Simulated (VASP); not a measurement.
A run of VASP 6.6.1 is set up as follows.

The input INCAR:

```
SYSTEM = FeO
PREC = Accurate ; ENCUT = 700
EDIFF = 1E-6 ; ISMEAR = -1
SIGMA = 0.05 ; LREAL = .False.
LASPH = .True. ; NELM = 200
ALGO = Normal ; ISIF = 2
LWAVE = .False. ; LCHARG = .False.
ISPIN = 2 ; MAGMOM = 4.5 0
LORBIT = 11 ; NUPDOWN = 4.5
LMAXMIX = 4 ; GGA = PE
NBANDS = 22 ; GGA_COMPAT = .False.
```

File KPOINTS:

```
regular mesh
0
Gamma
  9 9 9
  0 0 0
```

POSCAR

```
FeO
1.0
    0.0000000000      2.1554000000      2.1554000000
    2.1554000000      0.0000000000      2.1554000000
    2.1554000000      2.1554000000      0.0000000000
Fe O
1 1
Direct
    0.0000000000      0.0000000000      0.0000000000
    0.5000000000      0.5000000000      0.5000000000
```

Potentials or basis: VASP PAW PBE potentials, release 64 (Fe_sv, O).

Launch:

```sh
$ cat potpaw_PBE.64/Fe_sv/POTCAR potpaw_PBE.64/O/POTCAR > POTCAR
$ mpirun -np 1 vasp_std > vasp.out
```

(1) Estimate the pressure.

Results:

(1) 10.2 GPa.

Caveat: the cell stands under pressure; the total moment is fixed, so each spin has its own Fermi level and the state may be an excited one; a cell with one magnetic atom can't hold antiferromagnetic order, which such compounds often take.
